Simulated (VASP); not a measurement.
# GaAs (F-43m) in VASP: further runs

GaAs is run at these levels: PBE-based global hybrid, HSE06; tasks: single point.

All numbers are computed with VASP 6.6.1; they aren't measurements. Logs are shortened: lines on timing, memory, paths and dates and some standing lists are left out, and cuts for length are marked.

## 1. The cell of the first run

Symmetry: F-43m, No. 216, cubic system. The conventional cell has a = 5.666 Å, b = 5.666 Å, c = 5.666 Å, α = 90.00°, β = 90.00°, γ = 90.00°. Ga (site symmetry -43m) has 4 As at 2.45 Å within 3.2 Å. Within 3.2 Å of As (site symmetry -43m) lie 4 Ga at 2.45 Å.

## 2. Single point, PBE-based global hybrid

Input file POSCAR:

```
GaAs
1.0
    0.0000000000      2.8330850957      2.8330850957
    2.8330850957      0.0000000000      2.8330850957
    2.8330850957      2.8330850957      0.0000000000
Ga As
1 1
Direct
    0.0000000000      0.0000000000      0.0000000000
    0.2500000000      0.2500000000      0.2500000000
```

Input file INCAR.step1:

```
PREC     = Accurate       # precision mode
ENCUT    = 520            # plane-wave cutoff, eV
EDIFF    = 1E-5           # SCF threshold, eV
ISMEAR   = 0              # smearing method
SIGMA    = 0.01           # smearing width, eV
LREAL    = False          # projectors in reciprocal space
LASPH    = True           # aspherical terms in the spheres
NELM     = 80             # most SCF steps
ALGO     = Normal         # electronic algorithm
ISIF     = 2              # what is computed and relaxed
LWAVE    = True           # write WAVECAR
LCHARG   = False          # write CHGCAR
GGA      = PE             # functional
NBANDS   = 16             # bands
```

Input file INCAR.step2:

```
PREC     = Accurate       # precision mode
ENCUT    = 520            # plane-wave cutoff, eV
EDIFF    = 1E-7           # SCF threshold, eV
ISMEAR   = 0              # smearing method
SIGMA    = 0.01           # smearing width, eV
LREAL    = False          # projectors in reciprocal space
LASPH    = True           # aspherical terms in the spheres
NELM     = 80             # most SCF steps
ALGO     = Normal         # electronic algorithm
ISIF     = 2              # what is computed and relaxed
LWAVE    = False          # write WAVECAR
LCHARG   = False          # write CHGCAR
GGA      = PE             # functional
LHFCALC  = True           # exact exchange
AEXX     = 0.75           # exact-exchange fraction
PRECFOCK = Normal       
ISTART   = 1            
NBANDS   = 16             # bands
```

Input file KPOINTS:

```
regular mesh
0
Gamma
  4 4 4
```

Potentials or basis: VASP PAW PBE potentials, release 64 (Ga_d, As).

Started as:

```bash
> cat potpaw_PBE.64/Ga_d/POTCAR potpaw_PBE.64/As/POTCAR > POTCAR
> cp INCAR.step1 INCAR
> mpirun -np 1 vasp_std > vasp.out
> cp INCAR.step2 INCAR
> mpirun -np 1 vasp_std > vasp.out
```

OUTCAR:

```text
PREC = Accurate
   ENCUT = 520
   EDIFF = 1E-7
   ISMEAR = 0
   LREAL = False
   LASPH = True
   NELM = 80
   ISIF = 2
   GGA = PE
   LHFCALC = True
   AEXX = 0.75
   PRECFOCK = Normal
   ISTART = 1

 ion  position               nearest neighbor table
   1  0.000  0.000  0.000-   2 2.45   2 2.45   2 2.45   2 2.45
   2  0.250  0.250  0.250-   1 2.45   1 2.45   1 2.45   1 2.45

  LATTYP: Found a face centered cubic cell.
 ALAT       =     5.6661701914

  Lattice vectors:

 A1 = (   0.0000000000,   2.8330850957,   2.8330850957)
 A2 = (   2.8330850957,   0.0000000000,   2.8330850957)
 A3 = (   2.8330850957,   2.8330850957,   0.0000000000)

Analysis of symmetry for initial positions (statically):
=====================================================================
 Subroutine PRICEL returns:
 Original cell was already a primitive cell.

 Routine SETGRP: Setting up the symmetry group for a
 face centered cubic supercell.

 Subroutine GETGRP returns: Found 24 space group operations
 (whereof 24 operations were pure point group operations)
 out of a pool of 48 trial point group operations.

The static configuration has the point symmetry T_d .

Analysis of symmetry for dynamics (positions and initial velocities):
=====================================================================
 Subroutine PRICEL returns:
 Original cell was already a primitive cell.

 Routine SETGRP: Setting up the symmetry group for a
 face centered cubic supercell.

 Subroutine GETGRP returns: Found 24 space group operations
 (whereof 24 operations were pure point group operations)
 out of a pool of 48 trial point group operations.

The dynamic configuration has the point symmetry T_d .

 Subroutine INISYM returns: Found 24 space group operations
 (whereof 24 operations are pure point group operations),
 and found     1 'primitive' translations

----------------------------------------------------------------------------------------

                                     Primitive cell

  volume of cell :      45.4788

  direct lattice vectors                    reciprocal lattice vectors
     0.000000000  2.833085096  2.833085096    -0.176486051  0.176486051  0.176486051
     2.833085096  0.000000000  2.833085096     0.176486051 -0.176486051  0.176486051
     2.833085096  2.833085096  0.000000000     0.176486051  0.176486051 -0.176486051

  length of vectors
     4.006587366  4.006587366  4.006587366     0.305682807  0.305682807  0.305682807

  position of ions in fractional coordinates (direct lattice)
     0.000000000  0.000000000  0.000000000
     0.250000000  0.250000000  0.250000000

  ion indices of the primitive-cell ions
   primitive index   ion index
                 1           1
                 2           2

----------------------------------------------------------------------------------------

 KPOINTS: regular mesh

Automatic generation of k-mesh.
 Grid dimensions read from file:
 generate k-points for:    4    4    4

 Generating k-lattice:

  Cartesian coordinates                     Fractional coordinates (reciprocal lattice)
    -0.044121513  0.044121513  0.044121513     0.250000000  0.000000000  0.000000000
     0.044121513 -0.044121513  0.044121513     0.000000000  0.250000000  0.000000000
     0.044121513  0.044121513 -0.044121513     0.000000000  0.000000000  0.250000000

  Length of vectors
     0.076420702  0.076420702  0.076420702

  Shift w.r.t. Gamma in fractional coordinates (k-lattice)
     0.000000000  0.000000000  0.000000000

 Subroutine IBZKPT returns following result:
 ===========================================

 Found      8 irreducible k-points:

 Following reciprocal coordinates:
            Coordinates               Weight
  0.000000  0.000000  0.000000      1.000000
  0.250000  0.000000  0.000000      8.000000
  0.500000  0.000000  0.000000      4.000000
  0.250000  0.250000  0.000000      6.000000
  0.500000  0.250000  0.000000     24.000000
 -0.250000  0.250000  0.000000     12.000000
  0.500000  0.500000  0.000000      3.000000
 -0.250000  0.500000  0.250000      6.000000
   k-points           NKPTS =      8   k-points in BZ     NKDIM =     64   number of bands    NBANDS=     16
   number of dos      NEDOS =    301   number of ions     NIONS =      2
   total plane-waves  NPLWV =  27000
   dimension x,y,z NGX =    30 NGY =   30 NGZ =   30
   dimension x,y,z NGXF=    60 NGYF=   60 NGZF=   60
   ions per type =               1   1
   NGX,Y,Z   is equivalent  to a cutoff of  12.45, 12.45, 12.45 a.u.
   NGXF,Y,Z  is equivalent  to a cutoff of  24.90, 24.90, 24.90 a.u.
 SYSTEM =  unknown system
   PREC   = accura    normal or accurate (medium, high low for compatibility)
   ISTART =      1    job   : 0-new  1-cont  2-samecut
   ICHARG =      0    charge: 1-file 2-atom 10-const
   ISPIN  =      1    spin polarized calculation?
   LNONCOLLINEAR =      F non collinear calculations
   LSORBIT =      F    spin-orbit coupling
   LASPH  =      T    aspherical Exc in radial PAW
   ENCUT  =  520.0 eV  38.22 Ry    6.18 a.u.   7.45  7.45  7.45*2*pi/ulx,y,z
   NELM   =     80;   NELMIN=  2; NELMDL=  0     # of ELM steps
   EDIFF  = 0.1E-06   stopping-criterion for ELM
   LREAL  =      F    real-space projection
   EDIFFG = 0.1E-05   stopping-criterion for IOM
   NSW    =      0    number of steps for IOM
   IBRION =     -1    ionic relax: 0-MD 1-quasi-New 2-CG
   NFREE  =      0    steps in history (QN), initial steepest desc. (CG)
   ISIF   =      2    stress and relaxation
   ISYM   =      3    0-nonsym 1-usesym 2-fastsym
   POTIM  = 0.5000    time-step for ionic-motion
   TEBEG  =    0.0;   TEEND  =   0.0 temperature during run
   PSTRESS=    0.0 pullay stress
   NELECT =      18.0000    total number of electrons
   NUPDOWN=      -1.0000    fix difference up-down
   EMIN   =  10.00;   EMAX   =-10.00  energy-range for DOS
   EFERMI =   0.00;   METHOD = LEGACY
   ISMEAR =     0;   SIGMA  =   0.01  broadening in eV -4-tet -1-fermi 0-gaus
   EFERMI_NEDOS =   21; number of points for ismear=-14 and -15
   IALGO  =     38    algorithm
   IMIX   =      1    mixing-type and parameters
     AMIX     =   0.40;   BMIX     =  1.00
     AMIX_MAG =   1.60;   BMIX_MAG =  1.00
  volume/ion in A,a.u.               =      22.74       153.45
  Fermi-wavevector in a.u.,A,eV,Ry     =   1.201977  2.271407 19.656990  1.444748
  Thomas-Fermi vector in A             =   2.337771
   LORBIT       =      0    0 simple, 1 ext, 2 COOP (PROOUT), +10 PAW based schemes
   GGA     = PE    functional components
   LHFCALC =     T    Hartree Fock is set to
   PRECFOCK=normal    Normal, Fast or Accurate (Low or Medium for compatibility)
   ENCUT4O =  -1.0   cutoff for four orbital integrals eV
   NKREDX  =     1    reduce k-point grid by
   NKREDY  =     1    reduce k-point grid by
   NKREDZ  =     1    reduce k-point grid by
   AEXX    =    0.7500 exact exchange contribution
   HFSCREEN=    0.0000 screening length (either q_TF or 0.3 A-1)
   HFSCREENC=   0.0000 screening length for correlation (either q_TF or 0.3 A-1)
   ENCUTFOCK=  -1.0 apply spherical cutoff to Coloumb kernel
   IVDW    =     0    specifies the selected vdW correction
   LEPSILON=     F    determine dielectric tensor
   LRPA    =     F    only Hartree local field effects (RPA)
 non-spin polarized calculation
 Gauss-broadening in eV      SIGMA  =   0.01
  energy-cutoff  :      520.00
  volume of cell :       45.48
 maximum number of plane-waves:      1243
 NGX is ok and might be reduce to    30
  NGX = 24; NGY = 24; NGZ = 24

 number of electron      17.9999990 magnetization

 Free energy of the ion-electron system (eV)
  ---------------------------------------------------
  ext. energy  EPLUGINS =         0.00000000
  ---------------------------------------------------
  free energy    TOTEN  =       -16.27555510 eV

  energy without entropy =      -16.27555510  energy(sigma->0) =      -16.27555510

 E-fermi :   1.3403     XC(G=0):  -3.5594

 val. band max:        1.2639196415   @ k =   0.0000   0.0000   0.0000
 cond. band min:       7.0014589722   @ k =   0.5000   0.5000   0.0000
 fundamental gap:      5.7375393307
 Fermi energy:         1.3403212238

 k-point     1 :       0.0000    0.0000    0.0000
  band No.  band energies     occupation
      1     -21.3244      2.00000
      2     -21.3244      2.00000
      3     -21.3244      2.00000
      4     -21.2350      2.00000
      5     -21.2350      2.00000
      6     -15.0720      2.00000
[... 8 lines left out ...]
     15      16.7783      0.00000
     16      16.7783      0.00000

 k-point     2 :       0.2500    0.0000    0.0000
  band No.  band energies     occupation
      1     -21.3385      2.00000
      2     -21.3157      2.00000
      3     -21.3157      2.00000
      4     -21.2354      2.00000
      5     -21.2354      2.00000
      6     -14.2065      2.00000
[... 8 lines left out ...]
     15      15.5114      0.00000
     16      15.5114      0.00000

 k-point     3 :       0.5000    0.0000    0.0000
  band No.  band energies     occupation
      1     -21.3526      2.00000
      2     -21.3082      2.00000
      3     -21.3082      2.00000
      4     -21.2345      2.00000
      5     -21.2345      2.00000
      6     -12.8411      2.00000
[... 8 lines left out ...]
     15      19.0945      0.00000
     16      19.0945      0.00000

 k-point     4 :       0.2500    0.2500    0.0000
  band No.  band energies     occupation
      1     -21.3525      2.00000
      2     -21.3064      2.00000
      3     -21.3064      2.00000
      4     -21.2424      2.00000
      5     -21.2312      2.00000
      6     -13.9033      2.00000
[... 8 lines left out ...]
     15      17.9581      0.00000
     16      18.5569      0.00000

 k-point     5 :       0.5000    0.2500    0.0000
  band No.  band energies     occupation
      1     -21.3633      2.00000
      2     -21.2999      2.00000
      3     -21.2976      2.00000
      4     -21.2431      2.00000
      5     -21.2314      2.00000
      6     -12.4623      2.00000
[... 8 lines left out ...]
     15      19.1727      0.00000
     16      19.6948      0.00000

 k-point     6 :      -0.2500    0.2500    0.0000
  band No.  band energies     occupation
      1     -21.3536      2.00000
      2     -21.3058      2.00000
      3     -21.3049      2.00000
      4     -21.2369      2.00000
      5     -21.2359      2.00000
      6     -12.9966      2.00000
[... 8 lines left out ...]
     15      17.5632      0.00000
     16      19.8532      0.00000

 k-point     7 :       0.5000    0.5000    0.0000
  band No.  band energies     occupation
      1     -21.3781      2.00000
      2     -21.2879      2.00000
      3     -21.2879      2.00000
      4     -21.2516      2.00000
      5     -21.2272      2.00000
      6     -11.8755      2.00000
[... 8 lines left out ...]
     15      20.3292      0.00000
     16      20.3397      0.00000

 k-point     8 :      -0.2500    0.5000    0.2500
  band No.  band energies     occupation
      1     -21.3669      2.00000
      2     -21.3007      2.00000
      3     -21.2892      2.00000
      4     -21.2439      2.00000
      5     -21.2328      2.00000
      6     -11.8116      2.00000
[... 8 lines left out ...]
     15      19.6638      0.00000
     16      20.5249      0.00000

------------------------ aborting loop because EDIFF is reached ----------------------------------------

  FORCE on cell =-STRESS in cart. coord.  units (eV):
  Direction    XX          YY          ZZ          XY          YZ          ZX
  --------------------------------------------------------------------------------------
  -------------------------------------------------------------------------------------
  Total       -1.2355441     -1.2355441     -1.2355441     -0.0000000      0.0000000     -0.0000000
  in kB      -43.5271265    -43.5271265    -43.5271265     -0.0000000      0.0000000     -0.0000000
  external PRESSURE =     -43.5271265 kB  Pullay stress =       0.0000000 kB

 VOLUME and BASIS-vectors are now :
 -----------------------------------------------------------------------------
  energy-cutoff  :      520.00
  volume of cell :       45.48
      direct lattice vectors                 reciprocal lattice vectors
     0.000000000  2.833085096  2.833085096    -0.176486051  0.176486051  0.176486051
     2.833085096  0.000000000  2.833085096     0.176486051 -0.176486051  0.176486051
     2.833085096  2.833085096  0.000000000     0.176486051  0.176486051 -0.176486051

 POSITION                                       TOTAL-FORCE (eV/Angst)
 -----------------------------------------------------------------------------------
      0.00000      0.00000      0.00000         0.000000     -0.000000      0.000000
      1.41654      1.41654      1.41654        -0.000000      0.000000     -0.000000
 -----------------------------------------------------------------------------------
    total drift:                               -0.000013     -0.000029     -0.000010

  FREE ENERGIE OF THE ION-ELECTRON SYSTEM (eV)
  ---------------------------------------------------
  free  energy   TOTEN  =       -16.2755551008 eV

  energy  without entropy=      -16.2755551008  energy(sigma->0) =      -16.27555510
```

Run time: 7.1 min. Hardware: 1 thread of Intel Xeon 6975P-C (Granite Rapids), shared host; peak memory 0.18 GiB.

What came out:

- Free energy: -16.2756 eV
- Pressure: -4.4 GPa
- Band gap on the k mesh: 5.74 eV, indirect (least direct gap 5.84 eV)

Levels at points of the mesh, in eV from the valence-band top:
```tsv
k point	band 5	band 6	band 7	band 8	band 9	band 10	band 11	band 12	band 13	band 14
(0.00, 0.00, 0.00)	-22.50	-16.34	0.00	0.00	0.00	5.84	8.67	8.67	8.67	12.96
(0.50, 0.00, 0.00)	-22.50	-14.11	-8.23	-1.37	-1.37	5.86	9.58	9.58	12.78	16.30
(0.50, 0.50, 0.00)	-22.49	-13.14	-8.37	-3.29	-3.29	5.74	6.18	16.67	16.67	17.18
```

Caveat: the k points lie up to 0.48 Å⁻¹ apart; the PAW data sets were made with another functional, which shifts forces and pressure a little. A k mesh can miss the band edges.

[end of part 1 of 2]
